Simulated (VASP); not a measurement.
# Ta (Im-3m) in VASP: a series of runs

The runs below take Ta through single point, with PBE0, PBE-based screened hybrid with 25 % exact exchange.

All numbers are computed with VASP 6.6.1; they aren't measurements. Logs are shortened: lines on timing, memory, paths and dates and some standing lists are left out, and cuts for length are marked.

## Step 1: The cell of the first run

It takes space group Im-3m (No. 229, cubic). The conventional cell has a = 3.367 Å, b = 3.367 Å, c = 3.367 Å, α = 90.00°, β = 90.00°, γ = 90.00°. Ta (site symmetry m-3m) has 14 Ta at 2.92 to 3.37 Å within 3.8 Å.

## Step 2: Single point, PBE0

The input, POSCAR:

```
Ta
1.0
   -1.6836662614      1.6836662614      1.6836662614
    1.6836662614     -1.6836662614      1.6836662614
    1.6836662614      1.6836662614     -1.6836662614
Ta
1
Direct
    0.0000000000      0.0000000000      0.0000000000
```

The input, INCAR.step1:

```
SYSTEM = Ta
  PREC = Accurate
  ENCUT = 400
  EDIFF = 1E-5
  ISMEAR = -1
  SIGMA = 0.05
  LREAL = .False.
  LASPH = .True.
  NELM = 120
  ALGO = Normal
  ISIF = 2
  LWAVE = .True.
  NBANDS = 12
  GGA = PE
  GGA_COMPAT = .False.
```

The input, INCAR.step2:

```
SYSTEM = Ta
  PREC = Accurate
  ENCUT = 400
  EDIFF = 1E-6
  ISMEAR = -1
  SIGMA = 0.05
  LREAL = .False.
  LASPH = .True.
  NELM = 120
  ALGO = Normal
  ISIF = 2
  LWAVE = .False.
  LCHARG = .True.
  GGA = PE
  LHFCALC = .True.
  AEXX = 0.25
  PRECFOCK = Normal
  LELF = .True.
  LVHAR = .True.
  NBANDS = 12
  ISTART = 1
  GGA_COMPAT = .False.
```

The input, KPOINTS:

```
regular mesh
0
Gamma
  6 6 6
  0 0 0
```

Potentials or basis: VASP PAW PBE potentials, release 64 (Ta_sv_GW).

The run is started by

```
$ cat potpaw_PBE.64/Ta_sv_GW/POTCAR > POTCAR
$ cp INCAR.step1 INCAR
$ mpirun -np 1 vasp_std > vasp.out
$ cp INCAR.step2 INCAR
$ mpirun -np 1 vasp_std > vasp.out
```

OUTCAR:

```text
SYSTEM = Ta
   PREC = Accurate
   ENCUT = 400
   EDIFF = 1E-6
   ISMEAR = -1
   LREAL = .False.
   LASPH = .True.
   NELM = 120
   ISIF = 2
   GGA = PE
   LHFCALC = .True.
   AEXX = 0.25
   PRECFOCK = Normal
   ISTART = 1

 ion  position               nearest neighbor table
   1  0.000  0.000  0.000-

  LATTYP: Found a body centered cubic cell.
 ALAT       =     3.3673325228

  Lattice vectors:

 A1 = (  -1.6836662614,   1.6836662614,   1.6836662614)
 A2 = (   1.6836662614,  -1.6836662614,   1.6836662614)
 A3 = (   1.6836662614,   1.6836662614,  -1.6836662614)

Analysis of symmetry for initial positions (statically):
=====================================================================
 Subroutine PRICEL returns:
 Original cell was already a primitive cell.

 Routine SETGRP: Setting up the symmetry group for a
 body centered cubic supercell.

 Subroutine GETGRP returns: Found 48 space group operations
 (whereof 48 operations were pure point group operations)
 out of a pool of 48 trial point group operations.

The static configuration has the point symmetry O_h .

Analysis of symmetry for dynamics (positions and initial velocities):
=====================================================================
 Subroutine PRICEL returns:
 Original cell was already a primitive cell.

 Routine SETGRP: Setting up the symmetry group for a
 body centered cubic supercell.

 Subroutine GETGRP returns: Found 48 space group operations
 (whereof 48 operations were pure point group operations)
 out of a pool of 48 trial point group operations.

The dynamic configuration has the point symmetry O_h .

 Subroutine INISYM returns: Found 48 space group operations
 (whereof 48 operations are pure point group operations),
 and found     1 'primitive' translations

----------------------------------------------------------------------------------------

                                     Primitive cell

  volume of cell :      19.0910

  direct lattice vectors                    reciprocal lattice vectors
    -1.683666261  1.683666261  1.683666261     0.000000000  0.296970968  0.296970968
     1.683666261 -1.683666261  1.683666261     0.296970968  0.000000000  0.296970968
     1.683666261  1.683666261 -1.683666261     0.296970968  0.296970968  0.000000000

  length of vectors
     2.916195508  2.916195508  2.916195508     0.419980371  0.419980371  0.419980371

  position of ions in fractional coordinates (direct lattice)
     0.000000000  0.000000000  0.000000000

  ion indices of the primitive-cell ions
   primitive index   ion index
                 1           1

----------------------------------------------------------------------------------------

 KPOINTS: regular mesh

Automatic generation of k-mesh.
 Grid dimensions read from file:
 generate k-points for:    6    6    6

 Generating k-lattice:

  Cartesian coordinates                     Fractional coordinates (reciprocal lattice)
     0.000000000  0.049495161  0.049495161     0.166666667  0.000000000  0.000000000
     0.049495161  0.000000000  0.049495161     0.000000000  0.166666667  0.000000000
     0.049495161  0.049495161  0.000000000     0.000000000  0.000000000  0.166666667

  Length of vectors
     0.069996729  0.069996729  0.069996729

  Shift w.r.t. Gamma in fractional coordinates (k-lattice)
     0.000000000  0.000000000  0.000000000

 Subroutine IBZKPT returns following result:
 ===========================================

 Found     16 irreducible k-points:

 Following reciprocal coordinates:
            Coordinates               Weight
  0.000000  0.000000  0.000000      1.000000
  0.166667  0.000000  0.000000     12.000000
  0.333333  0.000000  0.000000     12.000000
  0.500000  0.000000  0.000000      6.000000
  0.166667  0.166667  0.000000     24.000000
  0.333333  0.166667  0.000000     48.000000
[... 8 lines left out ...]
  0.500000  0.500000  0.333333     12.000000
  0.500000  0.500000  0.500000      1.000000
   k-points           NKPTS =     16   k-points in BZ     NKDIM =    216   number of bands    NBANDS=     12
   number of dos      NEDOS =    301   number of ions     NIONS =      1
   total plane-waves  NPLWV =   8000
   dimension x,y,z NGX =    20 NGY =   20 NGZ =   20
   dimension x,y,z NGXF=    40 NGYF=   40 NGZF=   40
   ions per type =               1
   NGX,Y,Z   is equivalent  to a cutoff of  11.40, 11.40, 11.40 a.u.
   NGXF,Y,Z  is equivalent  to a cutoff of  22.80, 22.80, 22.80 a.u.
 SYSTEM =  Ta
   PREC   = accura    normal or accurate (medium, high low for compatibility)
   ISTART =      1    job   : 0-new  1-cont  2-samecut
   ICHARG =      0    charge: 1-file 2-atom 10-const
   ISPIN  =      1    spin polarized calculation?
   LNONCOLLINEAR =      F non collinear calculations
   LSORBIT =      F    spin-orbit coupling
   LASPH  =      T    aspherical Exc in radial PAW
   ENCUT  =  400.0 eV  29.40 Ry    5.42 a.u.   4.76  4.76  4.76*2*pi/ulx,y,z
[... 70 lines left out ...]
      6      11.1344      0.00000
      7      11.1344      0.00000
      8      11.1344      0.00000
      9      14.5703      0.00000
     10      14.5703      0.00000
     11      25.2104      0.00000
     12      25.2104      0.00000

 k-point     2 :       0.1667    0.0000    0.0000
  band No.  band energies     occupation
      1     -62.1427      2.00000
      2     -26.8757      2.00000
      3     -26.6716      2.00000
      4     -26.5845      2.00000
      5       1.5390      2.00000
      6      10.2248      0.00000
      7      10.5493      0.00000
      8      12.2963      0.00000
      9      13.8415      0.00000
     10      14.5666      0.00000
     11      25.9033      0.00000
     12      27.2134      0.00000

 k-point     3 :       0.3333    0.0000    0.0000
  band No.  band energies     occupation
      1     -62.0900      2.00000
      2     -27.4310      2.00000
      3     -26.8443      2.00000
      4     -26.5860      2.00000
      5       3.8594      2.00000
      6       8.2130      2.00000
      7       9.6495      0.00576
      8      14.2501      0.00000
      9      14.9139      0.00000
     10      15.4210      0.00000
     11      23.9337      0.00000
     12      24.5709      0.00000

 k-point     4 :       0.5000    0.0000    0.0000
  band No.  band energies     occupation
      1     -62.0615      2.00000
      2     -27.6933      2.00000
      3     -26.9285      2.00000
      4     -26.5860      2.00000
      5       4.3974      2.00000
      6       7.5846      2.00000
      7      10.9292      0.00000
      8      14.3734      0.00000
      9      15.3600      0.00000
     10      18.0650      0.00000
     11      21.8065      0.00000
     12      22.1853      0.00000

 k-point     5 :       0.1667    0.1667    0.0000
  band No.  band energies     occupation
      1     -62.1031      2.00000
      2     -27.2511      2.00000
      3     -26.7888      2.00000
      4     -26.6472      2.00000
      5       3.5172      2.00000
      6       8.5821      2.00000
      7       8.8172      1.99996
      8      13.4487      0.00000
      9      14.7076      0.00000
     10      15.1801      0.00000
     11      25.2237      0.00000
     12      26.9508      0.00000
[... 108 lines left out ...]
      1     -62.0328      2.00000
      2     -27.4639      2.00000
      3     -27.2111      2.00000
      4     -26.8541      2.00000
      5       6.5268      2.00000
      6       6.9648      2.00000
      7       9.3318      1.24803
      8      13.4967      0.00000
      9      15.1640      0.00000
     10      18.8786      0.00000
     11      21.5567      0.00000
     12      24.6690      0.00000

 k-point    14 :      -0.3333    0.3333    0.3333
  band No.  band energies     occupation
      1     -62.0241      2.00000
      2     -27.3108      2.00000
      3     -27.1406      2.00000
      4     -27.1406      2.00000
      5       5.9987      2.00000
      6       6.6513      2.00000
      7      12.7343      0.00000
      8      12.7343      0.00000
      9      15.0845      0.00000
     10      15.2361      0.00000
     11      25.6156      0.00000
     12      25.6156      0.00000

 k-point    15 :       0.5000    0.5000    0.3333
  band No.  band energies     occupation
      1     -62.0052      2.00000
      2     -27.4251      2.00000
      3     -27.2357      2.00000
      4     -27.1564      2.00000
      5       5.8007      2.00000
      6       6.0261      2.00000
      7      13.1585      0.00000
      8      13.1593      0.00000
      9      17.3723      0.00000
     10      18.5898      0.00000
     11      20.5065      0.00000
     12      22.4252      0.00000

 k-point    16 :       0.5000    0.5000    0.5000
  band No.  band energies     occupation
      1     -61.9892      2.00000
      2     -27.3330      2.00000
      3     -27.3330      2.00000
      4     -27.3330      2.00000
      5       5.1474      2.00000
      6       5.1474      2.00000
      7      17.1565      0.00000
      8      17.1565      0.00000
      9      17.1565      0.00000
     10      18.7521      0.00000
     11      18.7521      0.00000
     12      18.7521      0.00000

------------------------ aborting loop because EDIFF is reached ----------------------------------------

  FORCE on cell =-STRESS in cart. coord.  units (eV):
  Direction    XX          YY          ZZ          XY          YZ          ZX
  --------------------------------------------------------------------------------------
  -------------------------------------------------------------------------------------
  Total       -1.4028160     -1.4028160     -1.4028160      0.0000000      0.0000000      0.0000000
  in kB     -117.7289473   -117.7289473   -117.7289473      0.0000000      0.0000000      0.0000000
  external PRESSURE =    -117.7289473 kB  Pullay stress =       0.0000000 kB

 VOLUME and BASIS-vectors are now :
 -----------------------------------------------------------------------------
  energy-cutoff  :      400.00
  volume of cell :       19.09
      direct lattice vectors                 reciprocal lattice vectors
    -1.683666261  1.683666261  1.683666261     0.000000000  0.296970968  0.296970968
     1.683666261 -1.683666261  1.683666261     0.296970968  0.000000000  0.296970968
     1.683666261  1.683666261 -1.683666261     0.296970968  0.296970968  0.000000000

 POSITION                                       TOTAL-FORCE (eV/Angst)
 -----------------------------------------------------------------------------------
      0.00000      0.00000      0.00000         0.000000      0.000000      0.000000
 -----------------------------------------------------------------------------------
    total drift:                                0.000000      0.000000      0.000000

  FREE ENERGIE OF THE ION-ELECTRON SYSTEM (eV)
  ---------------------------------------------------
  free  energy   TOTEN  =       -16.6448173670 eV

  energy  without entropy=      -16.6373067828  energy(sigma->0) =      -16.64106207
```

It took 16 min on 1 thread of AMD EPYC 7R43 (Zen 3), shared host; peak memory 0.1 GiB.

What came out:

* Free energy: -16.6448 eV
* Pressure: -11.8 GPa
* Band gap on the k mesh: zero (an odd number of electrons rules out a gap without spin polarisation)

Caveat: the k points lie up to 0.44 Å⁻¹ apart, too coarse for converged energies and pressures of a metal; the PAW data sets were made with another functional, which shifts forces and pressure a little; spin-orbit coupling is left out, which moves the levels of the heavy elements.

## Step 3: Single point, PBE-based screened hybrid with 25 % exact exchange

This run uses another cell than the first one, of 18.01 Å³/atom.

The input, POSCAR:

```
Ta
1.0
   -1.6512800000      1.6512800000      1.6512800000
    1.6512800000     -1.6512800000      1.6512800000
    1.6512800000      1.6512800000     -1.6512800000
Ta
1
Direct
    0.0000000000      0.0000000000      0.0000000000
```

The input, INCAR.step1:

```
PREC = Accurate
ENCUT = 400
EDIFF = 1E-5
ISMEAR = -1
SIGMA = 0.05
LREAL = False
LASPH = True
NELM = 120
ALGO = Normal
ISIF = 2
LWAVE = True
LCHARG = False
GGA = PE
NBANDS = 12
GGA_COMPAT = False
```

The input, INCAR.step2:

```
PREC = Accurate
ENCUT = 400
EDIFF = 1E-6
ISMEAR = -1
SIGMA = 0.05
LREAL = False
LASPH = True
NELM = 120
ALGO = Normal
ISIF = 2
LWAVE = False
LCHARG = False
GGA = PE
LHFCALC = True
AEXX = 0.25
HFSCREEN = 0.3
PRECFOCK = Normal
ISTART = 1
NBANDS = 12
GGA_COMPAT = False
```

The input, KPOINTS:

```
regular mesh
0
Gamma
  6 6 6
```

Potentials or basis: VASP PAW PBE potentials, release 64 (Ta_sv_GW).

The run is started by

```
$ cat potpaw_PBE.64/Ta_sv_GW/POTCAR > POTCAR
$ cp INCAR.step1 INCAR
$ mpirun -np 1 vasp_std > vasp.out
$ cp INCAR.step2 INCAR
$ mpirun -np 1 vasp_std > vasp.out
```

Wall time 7.3 min (1 thread of Intel Xeon Platinum 8375C at 2.90GHz (Ice Lake), shared host); peak memory 0.23 GiB.

Results (log left out):

| Property | Result |
| --- | --- |
| Free energy | -15.3620 eV |
| Pressure | 0.0 GPa |
| Band gap on the k mesh | zero (an odd number of electrons rules out a gap without spin polarisation) |

Levels at points of the mesh, in eV from the Fermi level:
| k point | band 3 | band 4 | band 5 | band 6 | band 7 | band 8 | band 9 | band 10 |
| --- | --- | --- | --- | --- | --- | --- | --- | --- |
| (0.00, 0.00, 0.00) | -35.20 | -35.20 | -8.72 | 1.17 | 1.17 | 1.17 | 4.77 | 4.77 |
| (0.50, 0.00, 0.00) | -35.61 | -35.20 | -4.74 | -1.55 | 1.58 | 4.62 | 5.70 | 8.65 |
| (0.50, 0.50, 0.50) | -36.09 | -36.09 | -4.09 | -4.09 | 7.62 | 7.62 | 7.62 | 9.31 |

Caveat: the k points lie up to 0.45 Å⁻¹ apart, too coarse for converged energies and pressures of a metal; the PAW data sets were made with another functional, which shifts forces and pressure a little; spin-orbit coupling is left out, which moves the levels of the heavy elements.

## Step 4: Single point, PBE0

This run uses another cell than the first one, of 18.38 Å³/atom.

The input, POSCAR:

```
Ta
1.0
   -1.6625919852      1.6625919852      1.6625919852
    1.6625919852     -1.6625919852      1.6625919852
    1.6625919852      1.6625919852     -1.6625919852
Ta
1
Direct
    0.0000000000      0.0000000000      0.0000000000
```

The input, INCAR.step1:

```
PREC     = Accurate       # precision mode
ENCUT    = 400            # plane-wave cutoff, eV
EDIFF    = 1E-5           # SCF threshold, eV
ISMEAR   = -1             # smearing method
SIGMA    = 0.05           # smearing width, eV
LREAL    = F              # projectors in reciprocal space
LASPH    = T              # aspherical terms in the spheres
NELM     = 120            # most SCF steps
ALGO     = Normal         # electronic algorithm
ISIF     = 2              # what is computed and relaxed
LWAVE    = T              # write WAVECAR
NBANDS   = 12             # bands
GGA      = PE             # functional
GGA_COMPAT= F
```

The input, INCAR.step2:

```
PREC     = Accurate       # precision mode
ENCUT    = 400            # plane-wave cutoff, eV
EDIFF    = 1E-6           # SCF threshold, eV
ISMEAR   = -1             # smearing method
SIGMA    = 0.05           # smearing width, eV
LREAL    = F              # projectors in reciprocal space
LASPH    = T              # aspherical terms in the spheres
NELM     = 120            # most SCF steps
ALGO     = Normal         # electronic algorithm
ISIF     = 2              # what is computed and relaxed
LWAVE    = F              # write WAVECAR
LCHARG   = T              # write CHGCAR
GGA      = PE             # functional
LHFCALC  = T              # exact exchange
AEXX     = 0.25           # exact-exchange fraction
PRECFOCK = Normal       
LELF     = T              # ELF
LVHAR    = T            
NBANDS   = 12             # bands
ISTART   = 1            
GGA_COMPAT= F
```

KPOINTS is that of step 3.

The run is started by

```
$ cat potpaw_PBE.64/Ta_sv_GW/POTCAR > POTCAR
$ cp INCAR.step1 INCAR
$ mpirun -np 1 vasp_std > vasp.out
$ cp INCAR.step2 INCAR
$ mpirun -np 1 vasp_std > vasp.out
```

Run time: 11 min. Hardware: 1 thread of AMD EPYC 7R43 (Zen 3), shared host; peak memory 0.1 GiB.

It converged, with:

```yaml
Free_energy: -16.6695 eV
Pressure: -4.2 GPa
Band_gap_on_the_k_mesh: zero (an odd number of electrons rules out a gap without spin polarisation)
```

Levels at points of the mesh, in eV from the Fermi level:
```tsv
k point	band 4	band 5	band 6	band 7	band 8	band 9
(0.00, 0.00, 0.00)	-35.75	-9.17	1.82	1.82	1.82	5.39
(0.50, 0.00, 0.00)	-35.76	-5.11	-1.86	1.77	5.21	6.24
(0.50, 0.50, 0.50)	-36.60	-4.42	-4.42	8.15	8.15	8.15
```

Caveat: the k points lie up to 0.45 Å⁻¹ apart, too coarse for converged energies and pressures of a metal; the PAW data sets were made with another functional, which shifts forces and pressure a little; spin-orbit coupling is left out, which moves the levels of the heavy elements.

## Step 5: Overview

```tsv
level	cell	screening parameter	gap on the mesh (eV)	pressure (GPa)
PBE0	a = 2.916 Å, angles 109.5°, 1 atom	-	none	-11.8
PBE-based screened hybrid with 25 % exact exchange	a = 2.860 Å, angles 109.5°, 1 atom	0.3 1/Å	none	0.0
PBE0	a = 2.880 Å, angles 109.5°, 1 atom	-	none	-4.2
```

Alike in all rows: task single point; potentials or basis VASP PAW PBE potentials, release 64 (Ta_sv_GW); no spin polarisation; k mesh 6 × 6 × 6; cutoff (eV) 400; smearing fermi-dirac 0.05 eV.

Caveats: all runs use coarse meshes; the PAW data sets were made with another functional, which shifts forces and pressure a little; spin-orbit coupling is left out, which moves the levels of the heavy elements.

Total energies depend on the potentials used, so only differences within one code and one set of settings carry meaning.
